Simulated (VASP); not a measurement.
# Ru2F (P-3m1) in VASP: single point with PBE

Aim: the single point of Ru2F with PBE.

Program: VASP 6.6.1. These are calculated values, not measurements. Logs are shortened: lines on timing, memory, paths and dates and some standing lists are left out, and cuts for length are marked.

## 1. The cell of the first run

The structure is trigonal, space group P-3m1 (No. 164). Conventional cell: a = 4.502 Å, b = 4.502 Å, c = 2.855 Å, α = 90.00°, β = 90.00°, γ = 120.00°. Ru (site symmetry 3m) has 5 Ru at 2.60 to 2.86 Å and 6 F at 2.96 to 2.97 Å within 3.4 Å. Within 3.8 Å of F (site symmetry -3m) lie 2 F at 2.86 Å and 12 Ru at 2.96 to 2.97 Å.

The cell was generated, and may not be a known phase.

## 2. Single point, PBE, collinear spin, ferromagnetic start

INCAR reads:

```
PREC = Accurate
ENCUT = 520
EDIFF = 1E-6
ISMEAR = 0
SIGMA = 0.1
LREAL = F
LASPH = T
NELM = 150
ALGO = Normal
ISIF = 2
LWAVE = F
LCHARG = T
ISPIN = 2
MAGMOM = 1 1 0
LORBIT = 11
LMAXMIX = 4
GGA = PE
LELF = T
LVHAR = T
NBANDS = 28
```

KPOINTS reads:

```
regular mesh
0
Gamma
  6 6 6
```

POSCAR reads:

```
Ru2F
1.0
    4.5024353400      0.0000000000      0.0000000000
   -2.2512176700      3.8992233800      0.0000000000
    0.0000000000      0.0000000000      2.8550117300
Ru F
2 1
Direct
    0.3333333300      0.6666666700      0.0050437700
    0.6666666700      0.3333333300      0.9949562300
    0.0000000000      0.0000000000      0.5000000000
```

Potentials or basis: VASP PAW PBE potentials, release 64 (Ru_pv, F).

The run is started by

```
$ cat potpaw_PBE.64/Ru_pv/POTCAR potpaw_PBE.64/F/POTCAR > POTCAR
$ mpirun -np 1 vasp_std > vasp.out
```

OUTCAR:

```text
PREC = Accurate
   ENCUT = 520
   EDIFF = 1E-6
   ISMEAR = 0
   LREAL = F
   LASPH = T
   NELM = 150
   ISIF = 2
   ISPIN = 2
   LORBIT = 11
   GGA = PE

 ion  position               nearest neighbor table
   1  0.333  0.667  0.005-   2 2.60   2 2.60   2 2.60
   2  0.667  0.333  0.995-   1 2.60   1 2.60   1 2.60
   3  0.000  0.000  0.500-

  LATTYP: Found a hexagonal cell.
 ALAT       =     4.5024353400
 C/A-ratio  =     0.6341038825

  Lattice vectors:

 A1 = (   4.5024353400,   0.0000000000,   0.0000000000)
 A2 = (  -2.2512176700,   3.8992233800,   0.0000000000)
 A3 = (   0.0000000000,   0.0000000000,   2.8550117300)

Analysis of symmetry for initial positions (statically):
=====================================================================
 Subroutine PRICEL returns:
 Original cell was already a primitive cell.

 Routine SETGRP: Setting up the symmetry group for a
 hexagonal supercell.

 Subroutine GETGRP returns: Found 12 space group operations
 (whereof 12 operations were pure point group operations)
 out of a pool of 24 trial point group operations.

The static configuration has the point symmetry D_3d.

Analysis of symmetry for dynamics (positions and initial velocities):
=====================================================================
 Subroutine PRICEL returns:
 Original cell was already a primitive cell.

 Routine SETGRP: Setting up the symmetry group for a
 hexagonal supercell.

 Subroutine GETGRP returns: Found 12 space group operations
 (whereof 12 operations were pure point group operations)
 out of a pool of 24 trial point group operations.

The dynamic configuration has the point symmetry D_3d.

Analysis of structural, dynamic, and magnetic symmetry:
=====================================================================
 Subroutine PRICEL returns:
 Original cell was already a primitive cell.

 Routine SETGRP: Setting up the symmetry group for a
 hexagonal supercell.

 Subroutine GETGRP returns: Found 12 space group operations
 (whereof 12 operations were pure point group operations)
 out of a pool of 24 trial point group operations.

The overall configuration has the point symmetry D_3d.

 Subroutine INISYM returns: Found 12 space group operations
 (whereof 12 operations are pure point group operations),
 and found     1 'primitive' translations

----------------------------------------------------------------------------------------

                                     Primitive cell

  volume of cell :      50.1226

  direct lattice vectors                    reciprocal lattice vectors
     4.502435340  0.000000000  0.000000000     0.222102024  0.128230663  0.000000000
    -2.251217670  3.899223380  0.000000000     0.000000000  0.256461326  0.000000000
     0.000000000  0.000000000  2.855011730     0.000000000  0.000000000  0.350261258

  length of vectors
     4.502435340  4.502435337  2.855011730     0.256461326  0.256461326  0.350261258

  position of ions in fractional coordinates (direct lattice)
     0.333333330  0.666666670  0.005043770
     0.666666670  0.333333330  0.994956230
     0.000000000  0.000000000  0.500000000

  ion indices of the primitive-cell ions
   primitive index   ion index
                 1           1
                 2           2
                 3           3

----------------------------------------------------------------------------------------

 KPOINTS: regular mesh

Automatic generation of k-mesh.
 Grid dimensions read from file:
 generate k-points for:    6    6    6

 Generating k-lattice:

  Cartesian coordinates                     Fractional coordinates (reciprocal lattice)
     0.037017004  0.021371777  0.000000000     0.166666667  0.000000000  0.000000000
     0.000000000  0.042743554  0.000000000     0.000000000  0.166666667  0.000000000
     0.000000000  0.000000000  0.058376876     0.000000000  0.000000000  0.166666667

  Length of vectors
     0.042743554  0.042743554  0.058376876

  Shift w.r.t. Gamma in fractional coordinates (k-lattice)
     0.000000000  0.000000000  0.000000000

 Subroutine IBZKPT returns following result:
 ===========================================

 Found     34 irreducible k-points:

 Following reciprocal coordinates:
            Coordinates               Weight
  0.000000  0.000000  0.000000      1.000000
  0.166667 -0.000000  0.000000      6.000000
  0.333333 -0.000000  0.000000      6.000000
  0.500000  0.000000  0.000000      3.000000
  0.166667  0.166667  0.000000      6.000000
  0.333333  0.166667  0.000000     12.000000
[... 16 lines left out ...]
  0.500000  0.000000  0.333333      6.000000
  0.166667  0.166667  0.333333     12.000000
 [... further k-points ...]
   k-points           NKPTS =     34   k-points in BZ     NKDIM =     34   number of bands    NBANDS=     28
   number of dos      NEDOS =    301   number of ions     NIONS =      3
   total plane-waves  NPLWV =  31104
   dimension x,y,z NGX =    36 NGY =   36 NGZ =   24
   dimension x,y,z NGXF=    72 NGYF=   72 NGZF=   48
   ions per type =               2   1
   NGX,Y,Z   is equivalent  to a cutoff of  13.29, 13.29, 13.98 a.u.
   NGXF,Y,Z  is equivalent  to a cutoff of  26.58, 26.58, 27.95 a.u.
 SYSTEM =  unknown system
   PREC   = accura    normal or accurate (medium, high low for compatibility)
   ISTART =      0    job   : 0-new  1-cont  2-samecut
   ICHARG =      2    charge: 1-file 2-atom 10-const
   ISPIN  =      2    spin polarized calculation?
   LNONCOLLINEAR =      F non collinear calculations
   LSORBIT =      F    spin-orbit coupling
   LASPH  =      T    aspherical Exc in radial PAW
   ENCUT  =  520.0 eV  38.22 Ry    6.18 a.u.   8.37  8.37  5.31*2*pi/ulx,y,z
   NELM   =    150;   NELMIN=  2; NELMDL= -5     # of ELM steps
   EDIFF  = 0.1E-05   stopping-criterion for ELM
   LREAL  =      F    real-space projection
   EDIFFG = 0.1E-04   stopping-criterion for IOM
   NSW    =      0    number of steps for IOM
   IBRION =     -1    ionic relax: 0-MD 1-quasi-New 2-CG
   NFREE  =      0    steps in history (QN), initial steepest desc. (CG)
   ISIF   =      2    stress and relaxation
   ISYM   =      2    0-nonsym 1-usesym 2-fastsym
   POTIM  = 0.5000    time-step for ionic-motion
   TEBEG  =    0.0;   TEEND  =   0.0 temperature during run
   PSTRESS=    0.0 pullay stress
   NELECT =      35.0000    total number of electrons
   NUPDOWN=      -1.0000    fix difference up-down
   EMIN   =  10.00;   EMAX   =-10.00  energy-range for DOS
   EFERMI =   0.00;   METHOD = LEGACY
   ISMEAR =     0;   SIGMA  =   0.10  broadening in eV -4-tet -1-fermi 0-gaus
   EFERMI_NEDOS =   21; number of points for ismear=-14 and -15
   IALGO  =     38    algorithm
   IMIX   =      4    mixing-type and parameters
     AMIX     =   0.40;   BMIX     =  1.00
     AMIX_MAG =   1.60;   BMIX_MAG =  1.00
  volume/ion in A,a.u.               =      16.71       112.75
  Fermi-wavevector in a.u.,A,eV,Ry     =   1.452400  2.744639 28.701038  2.109467
  Thomas-Fermi vector in A             =   2.569787
   LORBIT       =     11    0 simple, 1 ext, 2 COOP (PROOUT), +10 PAW based schemes
   GGA     = PE    functional components
   LHFCALC =     F    Hartree Fock is set to
   AEXX    =    0.0000 exact exchange contribution
   IVDW    =     0    specifies the selected vdW correction
   LEPSILON=     F    determine dielectric tensor
   LRPA    =     F    only Hartree local field effects (RPA)
 spin polarized calculation
 Gauss-broadening in eV      SIGMA  =   0.10
  energy-cutoff  :      520.00
  volume of cell :       50.12
 maximum number of plane-waves:      1370
 NGX is ok and might be reduce to    36
   NGX = 17   NGY = 17   NGZ = 11

 number of electron      35.0000012 magnetization       0.7430076

 Free energy of the ion-electron system (eV)
  ---------------------------------------------------
  ext. energy  EPLUGINS =         0.00000000
  ---------------------------------------------------
  free energy    TOTEN  =       -18.17997937 eV

  energy without entropy =      -18.15636627  energy(sigma->0) =      -18.16817282

 E-fermi :   5.5726     XC(G=0): -11.3239

 val. band max:        5.5475734000   @ k =   0.1667  -0.0000   0.5000
 cond. band min:       5.5758053567   @ k =   0.3333   0.3333   0.3333
 fundamental gap:      0.0282319567
 Fermi energy:         5.5726041289

 spin component 1

 k-point     1 :       0.0000    0.0000    0.0000
  band No.  band energies     occupation
      1     -37.3800      1.00000
      2     -37.3800      1.00000
      3     -36.9758      1.00000
      4     -36.8933      1.00000
      5     -36.8933      1.00000
      6     -36.8728      1.00000
[... 20 lines left out ...]
     27      18.0146      0.00000
     28      18.0146      0.00000
[... 683 lines left out ...]
 k-point    24 :       0.1667    0.1667    0.3333
  band No.  band energies     occupation
      1     -37.3830      1.00000
      2     -37.2860      1.00000
      3     -37.1795      1.00000
      4     -37.0993      1.00000
      5     -36.9480      1.00000
      6     -36.8476      1.00000
[... 20 lines left out ...]
     27      16.6087      0.00000
     28      19.6352      0.00000

 [... further k-points ...]

 spin component 2

 k-point     1 :       0.0000    0.0000    0.0000
  band No.  band energies     occupation
      1     -37.1408      1.00000
      2     -37.1408      1.00000
      3     -36.6504      1.00000
      4     -36.6500      1.00000
      5     -36.6500      1.00000
      6     -36.5467      1.00000
[... 20 lines left out ...]
     27      18.1225      0.00000
     28      18.1225      0.00000
[... 683 lines left out ...]
 k-point    24 :       0.1667    0.1667    0.3333
  band No.  band energies     occupation
      1     -37.1439      1.00000
      2     -37.0461      1.00000
      3     -36.8558      1.00000
      4     -36.7748      1.00000
      5     -36.7052      1.00000
      6     -36.6041      1.00000
[... 20 lines left out ...]
     27      17.0534      0.00000
     28      19.7203      0.00000

 [... further k-points ...]
[... 5 lines left out ...]
  --------------------------------------------------------------------------------------
  -------------------------------------------------------------------------------------
  Total       -7.9865000     -7.9865000     -6.7329349      0.0000000      0.0000000      0.0000000
  in kB     -255.2898695   -255.2898691   -215.2194430      0.0000000      0.0000000      0.0000000
  external PRESSURE =    -241.9330605 kB  Pullay stress =       0.0000000 kB

 VOLUME and BASIS-vectors are now :
 -----------------------------------------------------------------------------
  energy-cutoff  :      520.00
  volume of cell :       50.12
      direct lattice vectors                 reciprocal lattice vectors
     4.502435340  0.000000000  0.000000000     0.222102024  0.128230663  0.000000000
    -2.251217670  3.899223380  0.000000000     0.000000000  0.256461326  0.000000000
     0.000000000  0.000000000  2.855011730     0.000000000  0.000000000  0.350261258

 POSITION                                       TOTAL-FORCE (eV/Angst)
 -----------------------------------------------------------------------------------
     -0.00000      2.59948      0.01440         0.000000      0.000000      0.015910
      2.25122      1.29974      2.84061         0.000000     -0.000000     -0.015910
      0.00000      0.00000      1.42751        -0.000000      0.000000      0.000000
 -----------------------------------------------------------------------------------
    total drift:                                0.000000     -0.000000     -0.000000

  FREE ENERGIE OF THE ION-ELECTRON SYSTEM (eV)
  ---------------------------------------------------
  free  energy   TOTEN  =       -18.1799793701 eV

  energy  without entropy=      -18.1563662696  energy(sigma->0) =      -18.16817282

 total charge

# of ion       s       p       d       tot
------------------------------------------
    1        0.312   6.091   5.904  12.307
    2        0.312   6.091   5.904  12.307
    3        1.755   4.216   0.000   5.970
--------------------------------------------------
tot          2.379  16.398  11.808  30.585

 magnetization (x)

# of ion       s       p       d       tot
------------------------------------------
    1       -0.002   0.002   0.344   0.344
    2       -0.002   0.002   0.344   0.344
    3        0.000   0.020   0.000   0.020
--------------------------------------------------
tot         -0.003   0.023   0.688   0.708
```

It took 88 s on 1 thread of Intel Xeon Platinum 8375C at 2.90GHz (Ice Lake), shared host; peak memory 0.24 GiB.

What came out:

| Quantity | Value |
| --- | --- |
| Free energy | -18.1800 eV |
| Pressure | -24.2 GPa |
| Largest force | 0.016 eV/Å |
| Net moment | 0.74 μB per cell |
| Site moments | Ru +0.34; F +0.02 μB |
| Valence electrons inside the program's atomic spheres | Ru 12.31; F 5.97 |

Forces in eV/Å, atoms in the order of the input:
```
Ru   0.000  0.000  0.016
Ru   0.000  0.000 -0.016
F    0.000  0.000  0.000
```

Caveat: the k points lie up to 0.37 Å⁻¹ apart; a moment this small can come from the mesh or the smearing; an empty level that is flat over the whole mesh can mark a ghost state of the potentials, or a narrow d or f band.
